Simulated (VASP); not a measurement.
# CoO (R3m) in VASP: notebook, part 2 of 2

VASP 6.6.1. The steps go on from the part before.

## 4. Single point, PBEsol, collinear spin, ferromagnetic start

This run uses another cell than the first one, of 9.08 Å³/atom.

INCAR

```
PREC = Accurate
ENCUT = 520
EDIFF = 1E-6
ISMEAR = -1
SIGMA = 0.05
LREAL = False
LASPH = True
NELM = 150
ALGO = Normal
ISIF = 2
LWAVE = False
LCHARG = False
ISPIN = 2
MAGMOM = 2 0
LORBIT = 11
LMAXMIX = 4
GGA = PS
NBANDS = 18
```

KPOINTS

```
regular mesh
0
Gamma
  10 10 10
```

POSCAR

```
CoO
1.0
    1.4749692095      0.8515738701      2.4101143191
   -1.4749692095      0.8515738701      2.4101143191
    0.0000000000     -1.7031477402      2.4101143191
Co O
1 1
Direct
    0.9999471103      0.9999471103      0.9999471103
    0.7500522397      0.7500522397      0.7500522397
```

Potentials or basis: VASP PAW PBE potentials, release 64 (Co, O).

Started as:

```
$ cat potpaw_PBE.64/Co/POTCAR potpaw_PBE.64/O/POTCAR > POTCAR
$ mpirun -np 1 vasp_std > vasp.out
```

OUTCAR:

```text
PREC = Accurate
   ENCUT = 520
   EDIFF = 1E-6
   ISMEAR = -1
   LREAL = False
   LASPH = True
   NELM = 150
   ISIF = 2
   ISPIN = 2
   LORBIT = 11
   GGA = PS

 ion  position               nearest neighbor table
   1  1.000  1.000  1.000-   2 1.81   2 1.81   2 1.81   2 1.81
   2  0.750  0.750  0.750-   1 1.81   1 1.81   1 1.81   1 1.81

  LATTYP: Found a trigonal (rhomboedric) cell.
 ALAT       =     2.9511630345
 COS(alpha) =     0.5004148743

  Lattice vectors:

 A1 = (   1.4749692095,   0.8515738701,   2.4101143191)
 A2 = (  -1.4749692095,   0.8515738701,   2.4101143191)
 A3 = (   0.0000000000,  -1.7031477402,   2.4101143191)

Analysis of symmetry for initial positions (statically):
=====================================================================
 Subroutine PRICEL returns:
 Original cell was already a primitive cell.

 Routine SETGRP: Setting up the symmetry group for a
 trigonal (rhombohedral) supercell.

 Subroutine GETGRP returns: Found  6 space group operations
 (whereof  6 operations were pure point group operations)
 out of a pool of 12 trial point group operations.

The static configuration has the point symmetry C_3v.

Analysis of symmetry for dynamics (positions and initial velocities):
=====================================================================
 Subroutine PRICEL returns:
 Original cell was already a primitive cell.

 Routine SETGRP: Setting up the symmetry group for a
 trigonal (rhombohedral) supercell.

 Subroutine GETGRP returns: Found  6 space group operations
 (whereof  6 operations were pure point group operations)
 out of a pool of 12 trial point group operations.

The dynamic configuration has the point symmetry C_3v.

Analysis of structural, dynamic, and magnetic symmetry:
=====================================================================
 Subroutine PRICEL returns:
 Original cell was already a primitive cell.

 Routine SETGRP: Setting up the symmetry group for a
 trigonal (rhombohedral) supercell.

 Subroutine GETGRP returns: Found  6 space group operations
 (whereof  6 operations were pure point group operations)
 out of a pool of 12 trial point group operations.

The overall configuration has the point symmetry C_3v.

 Subroutine INISYM returns: Found  6 space group operations
 (whereof  6 operations are pure point group operations),
 and found     1 'primitive' translations

----------------------------------------------------------------------------------------

                                     Primitive cell

  volume of cell :      18.1633

  direct lattice vectors                    reciprocal lattice vectors
     1.474969209  0.851573870  2.410114319     0.338990127  0.195716041  0.138306026
    -1.474969209  0.851573870  2.410114319    -0.338990127  0.195716041  0.138306026
     0.000000000 -1.703147740  2.410114319     0.000000000 -0.391432082  0.138306026

  length of vectors
     2.951163035  2.951163035  2.951163034     0.415147723  0.415147723  0.415147723

  position of ions in fractional coordinates (direct lattice)
     0.999947110  0.999947110  0.999947110
     0.750052240  0.750052240  0.750052240

  ion indices of the primitive-cell ions
[... 58 lines left out ...]
   number of dos      NEDOS =    301   number of ions     NIONS =      2
   total plane-waves  NPLWV =  13824
   dimension x,y,z NGX =    24 NGY =   24 NGZ =   24
   dimension x,y,z NGXF=    48 NGYF=   48 NGZF=   48
   ions per type =               1   1
   NGX,Y,Z   is equivalent  to a cutoff of  13.52, 13.52, 13.52 a.u.
   NGXF,Y,Z  is equivalent  to a cutoff of  27.04, 27.04, 27.04 a.u.
 SYSTEM =  unknown system
   PREC   = accura    normal or accurate (medium, high low for compatibility)
   ISTART =      0    job   : 0-new  1-cont  2-samecut
   ICHARG =      2    charge: 1-file 2-atom 10-const
   ISPIN  =      2    spin polarized calculation?
   LNONCOLLINEAR =      F non collinear calculations
   LSORBIT =      F    spin-orbit coupling
   LASPH  =      T    aspherical Exc in radial PAW
   ENCUT  =  520.0 eV  38.22 Ry    6.18 a.u.   5.49  5.49  5.49*2*pi/ulx,y,z
   NELM   =    150;   NELMIN=  2; NELMDL= -5     # of ELM steps
   EDIFF  = 0.1E-05   stopping-criterion for ELM
   LREAL  =      F    real-space projection
[... 7 lines left out ...]
   TEBEG  =    0.0;   TEEND  =   0.0 temperature during run
   PSTRESS=    0.0 pullay stress
   NELECT =      15.0000    total number of electrons
   NUPDOWN=      -1.0000    fix difference up-down
   EMIN   =  10.00;   EMAX   =-10.00  energy-range for DOS
   EFERMI =   0.00;   METHOD = LEGACY
   ISMEAR =    -1;   SIGMA  =   0.05  broadening in eV -4-tet -1-fermi 0-gaus
   EFERMI_NEDOS =   21; number of points for ismear=-14 and -15
   IALGO  =     38    algorithm
   IMIX   =      4    mixing-type and parameters
     AMIX     =   0.40;   BMIX     =  1.00
     AMIX_MAG =   1.60;   BMIX_MAG =  1.00
  volume/ion in A,a.u.               =       9.08        61.29
  Fermi-wavevector in a.u.,A,eV,Ry     =   1.535939  2.902503 32.097605  2.359107
  Thomas-Fermi vector in A             =   2.642657
   LORBIT       =     11    0 simple, 1 ext, 2 COOP (PROOUT), +10 PAW based schemes
   GGA     = PS    functional components
   LHFCALC =     F    Hartree Fock is set to
   AEXX    =    0.0000 exact exchange contribution
   IVDW    =     0    specifies the selected vdW correction
   LEPSILON=     F    determine dielectric tensor
   LRPA    =     F    only Hartree local field effects (RPA)
 spin polarized calculation
  energy-cutoff  :      520.00
  volume of cell :       18.16
 maximum number of plane-waves:       531
 NGX is ok and might be reduce to    24
   NGX = 11   NGY = 11   NGZ = 11

 number of electron      14.9999999 magnetization       1.5876450

 Free energy of the ion-electron system (eV)
  ---------------------------------------------------
  ext. energy  EPLUGINS =         0.00000000
  ---------------------------------------------------
  free energy    TOTEN  =       -14.08837705 eV

  energy without entropy =      -14.07556387  energy(sigma->0) =      -14.08197046

 E-fermi :   9.0170     XC(G=0): -12.8169

 val. band max:        9.0138586061   @ k =  -0.3000   0.1000   0.1000
 cond. band min:       9.0347598407   @ k =   0.3000   0.2000   0.1000
 fundamental gap:      0.0209012346
 Fermi energy:         9.0170498227

 spin component 1

 k-point     1 :       0.0000    0.0000    0.0000
  band No.  band energies     occupation
      1     -13.1083      1.00000
      2       1.1902      1.00000
      3       1.1953      1.00000
      4       1.1953      1.00000
      5       6.7318      1.00000
      6       6.7318      1.00000
[... 493 lines left out ...]
     17      39.1209      0.00000
     18      40.9896      0.00000

 [... further k-points ...]

 spin component 2

 k-point     1 :       0.0000    0.0000    0.0000
  band No.  band energies     occupation
      1     -12.8267      1.00000
      2       1.8649      1.00000
      3       1.8697      1.00000
      4       1.8697      1.00000
      5       7.7498      1.00000
      6       7.7498      1.00000
[... 493 lines left out ...]
     17      39.4118      0.00000
     18      41.2840      0.00000

 [... further k-points ...]

------------------------ aborting loop because EDIFF is reached ----------------------------------------

  FORCE on cell =-STRESS in cart. coord.  units (eV):
  Direction    XX          YY          ZZ          XY          YZ          ZX
  --------------------------------------------------------------------------------------
  -------------------------------------------------------------------------------------
  Total        3.4321220      3.4321220      3.4311043      0.0000000     -0.0000000     -0.0000000
  in kB      302.7464983    302.7464983    302.6567226      0.0000000     -0.0000000     -0.0000000
  external PRESSURE =     302.7165731 kB  Pullay stress =       0.0000000 kB

 VOLUME and BASIS-vectors are now :
 -----------------------------------------------------------------------------
  energy-cutoff  :      520.00
  volume of cell :       18.16
      direct lattice vectors                 reciprocal lattice vectors
     1.474969209  0.851573870  2.410114319     0.338990127  0.195716041  0.138306026
    -1.474969209  0.851573870  2.410114319    -0.338990127  0.195716041  0.138306026
     0.000000000 -1.703147740  2.410114319     0.000000000 -0.391432082  0.138306026

 POSITION                                       TOTAL-FORCE (eV/Angst)
 -----------------------------------------------------------------------------------
      0.00000      0.00000      7.22996         0.000000     -0.000000      0.000033
      0.00000      0.00000      5.42313         0.000000      0.000000     -0.000033
 -----------------------------------------------------------------------------------
    total drift:                                0.000000     -0.000000      0.000003

  FREE ENERGIE OF THE ION-ELECTRON SYSTEM (eV)
  ---------------------------------------------------
  free  energy   TOTEN  =       -14.0883770521 eV

  energy  without entropy=      -14.0755638701  energy(sigma->0) =      -14.08197046

 total charge

# of ion       s       p       d       tot
------------------------------------------
    1        0.441   0.684   7.470   8.595
    2        1.555   3.505   0.000   5.060
--------------------------------------------------
tot          1.997   4.189   7.470  13.655

 magnetization (x)

# of ion       s       p       d       tot
------------------------------------------
    1        0.005   0.048   1.352   1.404
    2        0.015   0.136   0.000   0.151
--------------------------------------------------
tot          0.020   0.184   1.352   1.555
```

stdout:

```text
POSCAR found type information on POSCAR CoO
 POSCAR found :  2 types and       2 ions
 scaLAPACK will be used
 -----------------------------------------------------------------------------
|                                                                             |
|                                                                             |
|     You enforced a specific xc type in the INCAR file but a different       |
|     I HOPE YOU KNOW WHAT YOU ARE DOING!                                     |
|                                                                             |
 -----------------------------------------------------------------------------

 LDA part: xc-table for (Slater+PW92), standard interpolation
 POSCAR, INCAR and KPOINTS ok, starting setup
 FFT: planning ... GRIDC
 FFT: planning ... GRID_SOFT
 FFT: planning ... GRID
 WAVECAR not read
 entering main loop
```

It took 26 s on 1 thread of Intel Xeon 6975P-C (Granite Rapids), shared host; peak memory 0.19 GiB.

Results:

```yaml
Free_energy: -14.0884 eV
Pressure: 30.3 GPa
Net_moment: 1.59 μB per cell
Site_moments: Co +1.40; O +0.15 μB
Valence_electrons_inside_the_program's_atomic_spheres: Co 8.60; O 5.06
```

Levels at points of the mesh, in eV from the Fermi level:
Spin up:
```tsv
k point	band 5	band 6	band 7	band 8	band 9	band 10	band 11	band 12	band 13	band 14
(0.00, 0.00, 0.00)	-2.29	-2.29	0.46	1.14	1.14	1.14	15.82	15.84	15.84	21.98
(0.50, 0.00, 0.00)	-2.28	-2.11	-2.11	-0.03	-0.02	6.57	7.96	15.23	15.23	19.75
(0.50, 0.50, 0.00)	-3.52	-1.77	-1.43	-1.43	-1.38	6.05	11.20	13.15	16.42	16.43
(0.50, 0.50, 0.50)	-2.28	-2.11	-2.11	-0.03	-0.03	6.58	7.96	15.24	15.24	19.75
```
Spin down:
| k point | band 4 | band 5 | band 6 | band 7 | band 8 | band 9 | band 10 | band 11 |
| --- | --- | --- | --- | --- | --- | --- | --- | --- |
| (0.00, 0.00, 0.00) | -7.15 | -1.27 | -1.27 | 0.68 | 2.53 | 2.53 | 2.53 | 16.05 |
| (0.50, 0.00, 0.00) | -6.79 | -0.99 | -0.98 | -0.72 | 1.31 | 1.32 | 6.79 | 8.39 |
| (0.50, 0.50, 0.00) | -6.28 | -2.27 | -0.70 | -0.48 | 0.18 | 0.18 | 6.74 | 11.43 |
| (0.50, 0.50, 0.50) | -6.78 | -0.99 | -0.99 | -0.72 | 1.31 | 1.31 | 6.79 | 8.38 |

Caveat: the cell stands under pressure; the PAW data sets were made with another functional, which shifts forces and pressure a little; a cell with one magnetic atom can't hold antiferromagnetic order, which such compounds often take; semilocal functionals often make such compounds metallic where correlation or magnetic order opens a gap, which also shifts bond lengths. With open d or f shells a metallic result of PBEsol can be an artefact of self-interaction; +U or a hybrid may open a gap.

## 5. Overview

| level | potentials or basis | cell | cutoff (eV) | gap on the mesh (eV) | pressure (GPa) | moment (μB) | largest force (eV/Å) |
| --- | --- | --- | --- | --- | --- | --- | --- |
| PBE | VASP PAW PBE potentials, release 64 (Co_sv, O) | a = 3.164 Å, angles 60.9°, 2 atoms, atomic positions A | 600 | none | -2.1 | 2.75 | 0.26 |
| PBEsol | VASP PAW PBE potentials, release 64 (Co_sv, O) | a = 3.099 Å, angles 60.9°, 2 atoms, atomic positions A | 600 | none | -4.1 | 2.38 | 0.28 |
| PBEsol | VASP PAW PBE potentials, release 64 (Co, O) | a = 2.951 Å, angles 60.0°, 2 atoms, atomic positions B | 520 | none | 30.3 | 1.59 | - |

Alike in all rows: task single point; spin collinear, ferromagnetic start; k mesh 10 × 10 × 10; smearing fermi-dirac 0.05 eV.

Caveats: a cell with one magnetic atom can't hold antiferromagnetic order, which such compounds often take; semilocal functionals often make such compounds metallic where correlation or magnetic order opens a gap, which also shifts bond lengths; the PAW data sets were made with another functional, which shifts forces and pressure a little (at least some runs); the cell stands under tension (at least some runs); the cell stands under pressure (at least some runs).

Total energies depend on the potentials used, so only differences within one code and one set of settings carry meaning.
